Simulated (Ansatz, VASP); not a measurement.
# Sr in VASP and in Ansatz

```
Sr
1.0
    -2.42500    2.42500    2.32800
     2.42500   -2.42500    2.32800
     2.42500    2.42500   -2.32800
Sr
1
Direct
  0.00000 0.00000 0.00000
```

Change from the starting cell: strain +0.000 along x and y, -0.040 along z, atoms carried along.

Alike in both runs: task single point; functional r2SCAN; k mesh 14 × 14 × 14; occupations gaussian, width 0.15 eV; no spin polarisation.

|  | VASP | Ansatz |
| --- | --- | --- |
| version | VASP 6.6.1 | Ansatz 0.2.0 |
| potentials or method | VASP PAW PBE potentials, release 64 (Sr_sv), cutoff 520 eV | scalar-relativistic, plane waves, PAW |
| valence electrons in the cell | 10 | 10 |

|  | VASP | Ansatz | Ansatz less VASP |
| --- | --- | --- | --- |
| gap on the k mesh at the Fermi level (eV) | none | none | - |
| pressure (GPa) | 0.3 | 0.2 | -0.01 |
| traceless stress, the component that is largest in VASP (GPa) | 0.06 | 0.06 | -0.005 |

VASP's potentials were made for PBE, not for r2SCAN. A gap of «none» marks a metal or a gap that the smearing closes.
